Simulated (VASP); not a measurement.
Wanted: the native input for a VASP 6.6.1 run.

- Task: single point
- Functional: LDA
- Potentials or basis: VASP PAW LDA potentials, release 64 (Sb)
- Cutoff: 520 eV
- k mesh: 13 × 13 × 13
- Occupations: fermi-dirac, width 0.1 eV
- Spin: no spin polarisation
- Dipole correction: no
- Further INCAR settings: ALGO = Normal; EDIFF = 1e-06; NBANDS = 8

The structure of Sb lies in POSCAR:

```
Sb
1.0
   -1.8791602945      1.8791602945      1.8791602945
    1.8791602945     -1.8791602945      1.8791602945
    1.8791602945      1.8791602945     -1.8791602945
Sb
1
Direct
    0.0000000000      0.0000000000      0.0000000000
```

This cell differs from its parent crystal: volume scaled by 1.04.

One way to write it, as run:

INCAR

```
PREC = Accurate ; ENCUT = 520
EDIFF = 1E-6 ; ISMEAR = -1
SIGMA = 0.1 ; LREAL = F
LASPH = T ; NELM = 100
ALGO = Normal ; ISIF = 2
LWAVE = F ; LCHARG = T
GGA = CA ; LELF = T
LVHAR = T ; NBANDS = 8
```

KPOINTS

```
Automatic mesh
0
Gamma
  13 13 13
```

Potentials or basis: VASP PAW LDA potentials, release 64 (Sb).

Command:

```bash
$ cat potpaw_LDA.64/Sb/POTCAR > POTCAR
$ mpirun -np 1 vasp_std > vasp.out
```

It gave:

| Quantity | Value |
| --- | --- |
| Pressure | -2.6 GPa |

Run time: 4.7 s on 1 thread of Intel(R) Xeon(R) 6975P-C (Granite Rapids), on a shared host, peak memory 0.14 GiB.
